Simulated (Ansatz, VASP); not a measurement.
## Two plane-wave programs on Ni

The input INCAR:

```
PREC     = Accurate       # precision mode
ENCUT    = 600            # plane-wave cutoff, eV
EDIFF    = 1E-6           # SCF threshold, eV
ISMEAR   = -1             # smearing method
SIGMA    = 0.1            # smearing width, eV
LREAL    = F              # projectors in reciprocal space
LASPH    = T              # aspherical terms in the spheres
NELM     = 120            # most SCF steps
ALGO     = Normal         # electronic algorithm
ISIF     = 2              # what is computed and relaxed
LWAVE    = F              # write WAVECAR
LCHARG   = T              # write CHGCAR
LELF     = T              # ELF
LVHAR    = T            
NBANDS   = 11             # bands
GGA_COMPAT= F
```

KPOINTS

```
regular mesh
0
Gamma
  16 16 16
```

POSCAR

```
Ni
1.0
    0.0000000000      1.7104399105      1.7104399105
    1.7104399105      0.0000000000      1.7104399105
    1.7104399105      1.7104399105      0.0000000000
Ni
1
Direct
    0.0000000000      0.0000000000      0.0000000000
```

Input for Ansatz:

```yaml
crystal:
  lattice:
    - [0.0, 1.7104399105, 1.7104399105]
    - [1.7104399105, 0.0, 1.7104399105]
    - [1.7104399105, 1.7104399105, 0.0]
  atoms:
    - { symbol: Ni, position: [0.0, 0.0, 0.0] }
hamiltonian:
  xc: lda
  pseudopotentials:
    kind: paw
    azcp:
      Ni: "pseudopotentials/Ni.paw.azcp"
basis:
  ecutwfc: 420
  fft_grid_basis: typed
kpoints:
  mp_grid: { grid: [16, 16, 16], shift: [0, 0, 0] }
magnetization:
  spin_polarized: false
scf:
  occupations: { method: fermi_dirac, width: 0.1 }
  lower_state_search: "off"
output:
  stress: true
  write_density: true
  write_potential: true
  elf: true
  volumetric_format: npy
```

Alike in both runs: task single point; functional LDA; k mesh 16 × 16 × 16; occupations fermi-dirac, width 0.1 eV; no spin polarisation.

```csv
,VASP,Ansatz
version,VASP 6.6.1,Ansatz 0.2.0
potentials or method,"VASP PAW LDA potentials, release 64 (Ni), cutoff 600 eV","plane waves (420 eV) with PAW, scalar-relativistic"
valence electrons in the cell,10,18
```

```csv
,VASP,Ansatz,Ansatz less VASP
pressure (GPa),0.0,0.1,+0.16
```

Ansatz warns that its potentials were made for another functional, while VASP's fit it. LDA's correlation is that of Perdew and Zunger in VASP and of Perdew and Wang (1992) in Ansatz. VASP's potentials hold 10 valence electrons a cell and Ansatz's 18, so a difference there can come from the potentials and not from the codes.
